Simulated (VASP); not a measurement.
Wanted: the native input for a VASP 6.6.1 run.

```
Task                   : electric field gradients
Functional             : PBE
Potentials or basis    : VASP PAW PBE potentials, release 64 (Zr_sv)
Cutoff                 : 520 eV
k mesh                 : 13 × 13 × 7
Occupations            : fermi-dirac, width 0.08 eV
Spin                   : no spin polarisation
Dipole correction      : no
Further INCAR settings : ALGO = Normal; EDIFF = 1e-08; NBANDS = 19
```

The structure of Zr lies in POSCAR:

```
Zr
1.0
    3.2211887832      0.0000000000      0.0000000000
   -1.6105943915      2.7896313165      0.0000000000
    0.0000000000      0.0000000000      5.1297858246
Zr
2
Direct
    0.3333333333      0.6666666667      0.2500000000
    0.6666666667      0.3333333333      0.7500000000
```

This cell differs from its parent crystal: volume scaled by 0.99.

The input as run:

INCAR

```
PREC     = Accurate       # precision mode
ENCUT    = 520            # plane-wave cutoff, eV
EDIFF    = 1E-8           # SCF threshold, eV
ISMEAR   = -1             # smearing method
SIGMA    = 0.08           # smearing width, eV
LREAL    = F              # projectors in reciprocal space
LASPH    = T              # aspherical terms in the spheres
NELM     = 100            # most SCF steps
ALGO     = Normal         # electronic algorithm
ISIF     = 2              # what is computed and relaxed
LWAVE    = F              # write WAVECAR
LCHARG   = F              # write CHGCAR
GGA      = PE             # functional
LEFG     = T            
NBANDS   = 19             # bands
```

KPOINTS

```
regular mesh
0
Gamma
  13 13 7
```

Potentials or basis: VASP PAW PBE potentials, release 64 (Zr_sv).

Run with:

```console
$ cat potpaw_PBE.64/Zr_sv/POTCAR > POTCAR
$ mpirun -np 1 vasp_std > vasp.out
```

Results of the run:

- Pressure: 1.5 GPa
- Band gap on the k mesh: zero (band 12 reaches 9.97 eV, above the bottom of band 13 at 8.88 eV)

Caveat: without QUAD_EFG the Cq values of the log hold for a quadrupole moment of 1 mb, not for the nuclei.

Run time: 26 s on 1 thread of Intel(R) Xeon(R) Platinum 8559C (Emerald Rapids) (shared host), peak memory 0.19 GiB.
